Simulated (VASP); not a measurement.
BP, 2 atoms in the cell. The structure is tetragonal, space group I-4m2 (No. 119). Conventional cell: a = 3.196 Å, b = 3.196 Å, c = 4.475 Å, α = 90.00°, β = 90.00°, γ = 90.00°. Within 2.6 Å of B (site symmetry -4m2) lie 4 P at 1.95 Å. Within 2.6 Å of P (site symmetry -4m2) lie 4 B at 1.95 Å. 

| Quantity | Value |
| --- | --- |
| Program | VASP 6.6.1 |
| Task | single point |
| Functional | PBEsol |
| Potentials or basis | VASP PAW PBE potentials, release 64 (B, P) |
| Cutoff | 520 eV |
| k mesh | 12 × 12 × 12 |
| Occupations | gaussian, width 0.05 eV |
| Spin | no spin polarisation |
| Dipole correction | no |
| Further INCAR settings | ALGO = Normal; EDIFF = 1e-07; NBANDS = 11 |

Potentials or basis: VASP PAW PBE potentials, release 64 (B, P).

Command:

```console
$ cat potpaw_PBE.64/B/POTCAR potpaw_PBE.64/P/POTCAR > POTCAR
$ mpirun -np 1 vasp_std > vasp.out
```

Hardware: 1 thread of Intel Xeon 6975P-C, with other jobs on the host.

Question: How long does it take, and how much memory?

Answer: Wall time 21 s on 1 thread of Intel Xeon 6975P-C (shared host), peak memory 0.16 GiB. Counts: scf iterations 13, k points 163.
